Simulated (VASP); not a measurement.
Crystal: Bi.

```
Bi
1.0
    -1.98143    1.98143    1.98143
     1.98143   -1.98143    1.98143
     1.98143    1.98143   -1.98143
Bi
1
Direct
  0.00000 0.00000 0.00000
```

- Program: VASP 6.6.1
- Task: relaxation of cell and atoms
- Functional: revPBE
- Dispersion: D4
- Potentials or basis: VASP PAW PBE potentials, release 64 (Bi_d)
- Cutoff: 600 eV
- k mesh: 9 × 9 × 9
- Occupations: fermi-dirac, width 0.05 eV
- Spin: no spin polarisation

At the start: pressure -1.9 GPa; volume 31.12 Å³/atom.

**Question.** Where does the relaxation end?

**Answer.** Over 3 steps the energy falls by 6.7 meV/atom and the volume is 30.03 Å³/atom (-3.5 %); space group Im-3m (No. 229, to 0.05 Å).

The path:
```tsv
step	energy change (eV)	largest force (eV/Å)	pressure (GPa)	volume (Å³)
1	0.0000	0.0000	-1.93	31.12
2	-0.0047	0.0000	1.14	29.46
3	-0.0067	0.0000	0.02	30.03
```

Final structure:
```
Bi
1.0
    -1.95815    1.95815    1.95815
     1.95815   -1.95815    1.95815
     1.95815    1.95815   -1.95815
Bi
1
Cartesian
  0.0000 0.0000 0.0000
```

Caveat: the PAW data sets were made with another functional, which shifts forces and pressure a little; pairwise dispersion overbinds metals, which lowers pressure and volume.
